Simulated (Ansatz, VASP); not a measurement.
# Two plane-wave programs on Ba

```
CELL_PARAMETERS angstrom
-2.53750 2.53750 2.42500
2.53750 -2.53750 2.42500
2.53750 2.53750 -2.42500
ATOMIC_POSITIONS crystal
Ba 0.00000 0.00000 0.00000
```

Change from the starting cell: strain +0.015 along x and y, -0.030 along z, atoms carried along.

Alike in both runs: task single point; functional PBE; k mesh 14 × 14 × 14; occupations gaussian, width 0.15 eV; no spin polarisation.

|  | VASP | Ansatz |
| --- | --- | --- |
| version | VASP 6.6.1 | Ansatz 0.2.0 |
| potentials or method | VASP PAW PBE potentials, release 64 (Ba_sv), cutoff 520 eV | scalar-relativistic, plane waves, PAW |
| valence electrons in the cell | 10 | 10 |

VASP gave:

```
gap on the k mesh at the Fermi level (eV)                     : none
pressure (GPa)                                                : 0.2
traceless stress, the component that is largest in VASP (GPa) : 0.17
```

**Question.** Which values does Ansatz return?

**Answer.** gap on the k mesh at the Fermi level (eV): none; pressure (GPa): 0.1; traceless stress, the component that is largest in VASP (GPa): 0.16.

A gap of «none» marks a metal or a gap that the smearing closes.

Spin-orbit coupling is off throughout.
